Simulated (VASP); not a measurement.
# Y (Im-3m) in VASP: single point with PBEsol

Aim: the single point of Y with PBEsol.

All numbers are computed with VASP 6.6.1; they aren't measurements. Logs are shortened: lines on timing, memory, paths and dates and some standing lists are left out, and cuts for length are marked.

## Step 1: The cell of the first run

The structure is cubic, space group Im-3m (No. 229). Conventional cell: a = 3.983 Å, b = 3.983 Å, c = 3.983 Å, α = 90.00°, β = 90.00°, γ = 90.00°. Y (site symmetry m-3m) has 14 Y at 3.45 to 3.98 Å within 4.5 Å.

## Step 2: Single point, PBEsol

INCAR reads:

```
  ALGO = Normal
  EDIFF = 1E-7
  ENCUT = 520
  GGA = PS
  ISIF = 2
  ISMEAR = -1
  LASPH = True
  LCHARG = False
  LREAL = False
  LWAVE = False
  NBANDS = 12
  NELM = 80
  PREC = Accurate
  SIGMA = 0.13605693000000002
```

KPOINTS reads:

```
k-points
0
Gamma
  12 12 12
```

POSCAR reads:

```
Y
1.0
   -1.9913585498      1.9913585498      1.9913585498
    1.9913585498     -1.9913585498      1.9913585498
    1.9913585498      1.9913585498     -1.9913585498
Y
1
Direct
    0.0000000000      0.0000000000      0.0000000000
```

Potentials or basis: VASP PAW PBE potentials, release 64 (Y_sv).

The run is started by

```console
> cat potpaw_PBE.64/Y_sv/POTCAR > POTCAR
> mpirun -np 1 vasp_std > vasp.out
```

OUTCAR:

```text
EDIFF = 1E-7
   ENCUT = 520
   GGA = PS
   ISIF = 2
   ISMEAR = -1
   LASPH = True
   LREAL = False
   NELM = 80
   PREC = Accurate

 ion  position               nearest neighbor table
   1  0.000  0.000  0.000-

  LATTYP: Found a body centered cubic cell.
 ALAT       =     3.9827170996

  Lattice vectors:

 A1 = (  -1.9913585498,   1.9913585498,   1.9913585498)
 A2 = (   1.9913585498,  -1.9913585498,   1.9913585498)
 A3 = (   1.9913585498,   1.9913585498,  -1.9913585498)

Analysis of symmetry for initial positions (statically):
=====================================================================
 Subroutine PRICEL returns:
 Original cell was already a primitive cell.

 Routine SETGRP: Setting up the symmetry group for a
 body centered cubic supercell.

 Subroutine GETGRP returns: Found 48 space group operations
 (whereof 48 operations were pure point group operations)
 out of a pool of 48 trial point group operations.

The static configuration has the point symmetry O_h .

Analysis of symmetry for dynamics (positions and initial velocities):
=====================================================================
 Subroutine PRICEL returns:
 Original cell was already a primitive cell.

 Routine SETGRP: Setting up the symmetry group for a
 body centered cubic supercell.

 Subroutine GETGRP returns: Found 48 space group operations
 (whereof 48 operations were pure point group operations)
 out of a pool of 48 trial point group operations.

The dynamic configuration has the point symmetry O_h .

 Subroutine INISYM returns: Found 48 space group operations
 (whereof 48 operations are pure point group operations),
 and found     1 'primitive' translations

----------------------------------------------------------------------------------------

                                     Primitive cell

  volume of cell :      31.5870

  direct lattice vectors                    reciprocal lattice vectors
    -1.991358550  1.991358550  1.991358550     0.000000000  0.251084869  0.251084869
     1.991358550 -1.991358550  1.991358550     0.251084869  0.000000000  0.251084869
     1.991358550  1.991358550 -1.991358550     0.251084869  0.251084869  0.000000000

  length of vectors
     3.449134184  3.449134184  3.449134184     0.355087627  0.355087627  0.355087627

[... 81 lines left out ...]
   NSW    =      0    number of steps for IOM
   IBRION =     -1    ionic relax: 0-MD 1-quasi-New 2-CG
   NFREE  =      0    steps in history (QN), initial steepest desc. (CG)
   ISIF   =      2    stress and relaxation
   ISYM   =      2    0-nonsym 1-usesym 2-fastsym
   POTIM  = 0.5000    time-step for ionic-motion
   TEBEG  =    0.0;   TEEND  =   0.0 temperature during run
   PSTRESS=    0.0 pullay stress
   NELECT =      11.0000    total number of electrons
   NUPDOWN=      -1.0000    fix difference up-down
   EMIN   =  10.00;   EMAX   =-10.00  energy-range for DOS
   EFERMI =   0.00;   METHOD = LEGACY
   ISMEAR =    -1;   SIGMA  =   0.14  broadening in eV -4-tet -1-fermi 0-gaus
   EFERMI_NEDOS =   21; number of points for ismear=-14 and -15
   IALGO  =     38    algorithm
   IMIX   =      4    mixing-type and parameters
     AMIX     =   0.40;   BMIX     =  1.00
     AMIX_MAG =   1.60;   BMIX_MAG =  1.00
  volume/ion in A,a.u.               =      31.59       213.16
  Fermi-wavevector in a.u.,A,eV,Ry     =   1.151780  2.176549 18.049456  1.326598
  Thomas-Fermi vector in A             =   2.288436
   LORBIT       =      0    0 simple, 1 ext, 2 COOP (PROOUT), +10 PAW based schemes
   GGA     = PS    functional components
   LHFCALC =     F    Hartree Fock is set to
   AEXX    =    0.0000 exact exchange contribution
   IVDW    =     0    specifies the selected vdW correction
   LEPSILON=     F    determine dielectric tensor
   LRPA    =     F    only Hartree local field effects (RPA)
 non-spin polarized calculation
  energy-cutoff  :      520.00
  volume of cell :       31.59
 maximum number of plane-waves:       887
 NGX is ok and might be reduce to    28
   NGX = 13   NGY = 13   NGZ = 13

 number of electron      11.0000001 magnetization

 Free energy of the ion-electron system (eV)
  ---------------------------------------------------
  ext. energy  EPLUGINS =         0.00000000
  ---------------------------------------------------
  free energy    TOTEN  =        -6.76305572 eV

  energy without entropy =       -6.62871426  energy(sigma->0) =       -6.69588499

 E-fermi :   3.1953     XC(G=0):  -9.6888

 val. band max:        3.1713889023   @ k =   0.2500   0.1667   0.0833
 cond. band min:       3.1973371986   @ k =  -0.4167  -0.4167   0.0833
 fundamental gap:      0.0259482963
 Fermi energy:         3.1953378804

 k-point     1 :       0.0000    0.0000    0.0000
  band No.  band energies     occupation
      1     -39.4421      2.00000
      2     -19.1275      2.00000
      3     -19.1275      2.00000
      4     -19.1275      2.00000
      5      -1.6789      2.00000
      6       4.9028      0.00001
      7       4.9028      0.00001
      8       4.9028      0.00001
      9       6.9344      0.00000
     10       6.9344      0.00000
     11      13.6146      0.00000
     12      13.6146      0.00000
[... 331 lines left out ...]
 k-point    24 :       0.4167    0.0833    0.0833
  band No.  band energies     occupation
      1     -39.3600      2.00000
      2     -19.7174      2.00000
      3     -19.3585      2.00000
      4     -19.1730      2.00000
      5       1.5216      1.99999
      6       3.2169      0.92089
      7       3.8401      0.01735
      8       7.0315      0.00000
      9       7.5767      0.00000
     10       9.7706      0.00000
     11      10.7818      0.00000
     12      11.9395      0.00000

 [... further k-points ...]

------------------------ aborting loop because EDIFF is reached ----------------------------------------

  FORCE on cell =-STRESS in cart. coord.  units (eV):
  Direction    XX          YY          ZZ          XY          YZ          ZX
  --------------------------------------------------------------------------------------
  -------------------------------------------------------------------------------------
  Total       -0.0265754     -0.0265754     -0.0265754      0.0000000      0.0000000      0.0000000
  in kB       -1.3479744     -1.3479744     -1.3479744      0.0000000      0.0000000      0.0000000
  external PRESSURE =      -1.3479744 kB  Pullay stress =       0.0000000 kB

 VOLUME and BASIS-vectors are now :
 -----------------------------------------------------------------------------
  energy-cutoff  :      520.00
  volume of cell :       31.59
      direct lattice vectors                 reciprocal lattice vectors
    -1.991358550  1.991358550  1.991358550     0.000000000  0.251084869  0.251084869
     1.991358550 -1.991358550  1.991358550     0.251084869  0.000000000  0.251084869
     1.991358550  1.991358550 -1.991358550     0.251084869  0.251084869  0.000000000

 POSITION                                       TOTAL-FORCE (eV/Angst)
 -----------------------------------------------------------------------------------
      0.00000      0.00000      0.00000         0.000000      0.000000      0.000000
 -----------------------------------------------------------------------------------
    total drift:                               -0.000000     -0.000000     -0.000000

  FREE ENERGIE OF THE ION-ELECTRON SYSTEM (eV)
  ---------------------------------------------------
  free  energy   TOTEN  =        -6.7630557194 eV

  energy  without entropy=       -6.6287142608  energy(sigma->0) =       -6.69588499
```

It took 24 s on 1 thread of Intel Xeon 6975P-C (Granite Rapids), shared host; peak memory 0.19 GiB.

Results:

```yaml
Free_energy: -6.7631 eV
Pressure: -0.1 GPa
```

Caveat: the PAW data sets were made with another functional, which shifts forces and pressure a little.
